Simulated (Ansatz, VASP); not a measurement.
**Two plane-wave programs on Hf4N**

```
CELL_PARAMETERS angstrom
6.34235 0.00000 0.00000
0.00000 5.01676 0.00000
0.00000 0.00000 22.16652
ATOMIC_POSITIONS crystal
Hf 0.00000 0.75000 0.18045
Hf 0.50000 0.75000 0.18045
Hf 0.25000 0.25000 0.22175
Hf 0.75000 0.25000 0.22175
Hf 0.25000 0.75000 0.29648
Hf 0.75000 0.75000 0.29648
Hf 0.00000 0.25000 0.33684
Hf 0.50000 0.25000 0.33684
N 0.12500 0.75000 0.47218
N 0.12500 0.75000 0.52180
```

Alike in both runs: task single point; functional PBE; dispersion D3(BJ); k mesh 4 × 6 × 1; occupations gaussian, width 0.1 eV; no spin polarisation.

|  | VASP | Ansatz |
| --- | --- | --- |
| version | VASP 6.6.1 | Ansatz 0.2.0 |
| potentials or method | VASP PAW PBE potentials, release 64 (Hf_pv, N), cutoff 520 eV | scalar-relativistic, plane waves, PAW |
| valence electrons in the cell | 90 | 218 |

```csv
,VASP,Ansatz,Ansatz less VASP
gap on the k mesh at the Fermi level (eV),none,none,-
rms of the force components (eV/Å),0.604,0.146,-0.4584
"work function, face that differs most (eV)",3.93,3.92,-0.005
```

Atom by atom the forces differ by 0.464 eV/Å (rms over components). A gap of «none» marks a metal or a gap that the smearing closes. One of these differences is far larger than is usual between the two programs; its cause wasn't traced. VASP's potentials hold 90 valence electrons a cell and Ansatz's 218, so a difference there can come from the potentials and not from the codes.

Neither program's run includes spin-orbit coupling. Noted on VASP's run: the standard files for N, O and F lose accuracy on very short bonds.
